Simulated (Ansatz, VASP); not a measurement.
SnTe: VASP beside Ansatz

```
CELL_PARAMETERS angstrom
3.98128 0.00000 0.00000
0.00000 3.98128 0.00000
0.00000 0.00000 3.98128
ATOMIC_POSITIONS crystal
Te 0.50000 0.50000 0.50000
Sn 0.00000 0.00000 0.00000
```

Alike in both runs: task single point; functional PBE; k mesh 7 × 7 × 7; occupations fermi-dirac, width 0.05 eV; no spin polarisation.

|  | VASP | Ansatz |
| --- | --- | --- |
| version | VASP 6.6.1 | Ansatz 0.2.0 |
| potentials or method | VASP PAW PBE potentials, release 64 (Te, Sn_d) | Ansatz PAW soft_1 |
| plane-wave cutoff (eV) | 500 | 420 |
| valence electrons in the cell | 20 | 30 |

```tsv
	VASP	Ansatz	Ansatz less VASP
gap on the k mesh at the Fermi level (eV)	none	none	-
pressure (GPa)	-2.6	-2.6	+0.06
```

A gap of «none» marks a metal or a gap that the smearing closes. VASP's potentials hold 20 valence electrons a cell and Ansatz's 30, so a difference there can come from the potentials and not from the codes.

Neither program's run includes spin-orbit coupling.
